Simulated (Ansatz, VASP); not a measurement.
# One calculation of ScAgTe2, two programs

```
CELL_PARAMETERS angstrom
2.06302 1.19108 6.86262
-2.06302 1.19108 6.86262
0.00000 -2.38216 6.86262
ATOMIC_POSITIONS crystal
Ag 0.00000 0.00000 0.00000
Sc 0.50000 0.50000 0.50000
Te 0.24654 0.24654 0.24654
Te 0.75346 0.75346 0.75346
```

Alike in both runs: task single point; functional r2SCAN; k mesh 6 × 6 × 6; no spin polarisation.

|  | VASP | Ansatz |
| --- | --- | --- |
| version | VASP 6.6.1 | Ansatz 0.2.0 |
| potentials or method | VASP PAW PBE potentials, release 64 (Ag, Sc_sv, Te) | plane waves, PAW |
| plane-wave cutoff (eV) | 520 | 500 |
| occupations | gaussian, width 0.01 eV | fixed |
| valence electrons in the cell | 34 | 62 |

Ansatz gave:

| Property | Result |
| --- | --- |
| gap on the k mesh at the Fermi level (eV) | 0.47 |
| pressure (GPa) | 4.2 |
| traceless stress, the component that is largest in VASP (GPa) | -0.04 |
| rms of the force components (eV/Å) | 0.084 |

Problem. What did VASP give for the same quantities?

Solution. gap on the k mesh at the Fermi level (eV): 0.46; pressure (GPa): 4.3; traceless stress, the component that is largest in VASP (GPa): -0.07; rms of the force components (eV/Å): 0.099.

VASP's potentials were made for PBE, not for r2SCAN. Atom by atom the forces differ by 0.015 eV/Å (rms over components). VASP's potentials hold 34 valence electrons a cell and Ansatz's 62, so a difference there can come from the potentials and not from the codes.

Spin-orbit coupling is off throughout.
